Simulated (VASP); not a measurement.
Set up this calculation in VASP 6.6.1, as the native input.

```yaml
Task: electric field gradients
Functional: PBEsol
Potentials_or_basis: VASP PAW PBE potentials, release 64 (O)
Cutoff: 520 eV
k_mesh: 13 × 13 × 5
Occupations: fermi-dirac, width 0.03 eV
Spin: no spin polarisation
Dipole_correction: no
Further_INCAR_settings: ALGO = Normal; EDIFF = 1e-08; NBANDS = 20
```

The structure of O lies in POSCAR:

```
O
1.0
    2.6112279706      0.0000000000      0.0000000000
   -1.3056139853      2.2613897576      0.0000000000
    0.0000000000      0.0000000000      6.7039543074
O
4
Direct
    0.3333333333      0.6666666667      0.1610000000
    0.6666666667      0.3333333333      0.6610000000
    0.3333333333      0.6666666667      0.3390000000
    0.6666666667      0.3333333333      0.8390000000
```

This cell differs from its parent crystal: volume scaled by 1.06.

These files were run (other wordings do the same):

INCAR

```
SYSTEM = O
PREC = Accurate
ENCUT = 520
EDIFF = 1E-8
ISMEAR = -1
SIGMA = 0.03
LREAL = .FALSE.
LASPH = .TRUE.
NELM = 100
ALGO = Normal
ISIF = 2
LWAVE = .FALSE.
LCHARG = .FALSE.
GGA = PS
LEFG = .TRUE.
NBANDS = 20
```

KPOINTS

```
regular mesh
0
G
  13 13 5
  0 0 0
```

Potentials or basis: VASP PAW PBE potentials, release 64 (O).

Launch:

```console
$ cat potpaw_PBE.64/O/POTCAR > POTCAR
$ mpirun -np 1 vasp_std > vasp.out
```

It gave:

```yaml
Pressure: 6.7 GPa
Largest_force: 2.381 eV/Å
Band_gap_on_the_k_mesh: zero (band 12 reaches 2.69 eV, above the bottom of band 13 at 0.89 eV)
```

Caveat: the standard files for N, O and F lose accuracy on very short bonds; spin is off for a triplet molecule; without QUAD_EFG the Cq values of the log hold for a quadrupole moment of 1 mb, not for the nuclei; the PAW data sets were made with another functional, which shifts forces and pressure a little.

It took 24 s on 1 thread of Intel(R) Xeon(R) Platinum 8559C (Emerald Rapids), on a shared host, peak memory 0.16 GiB.
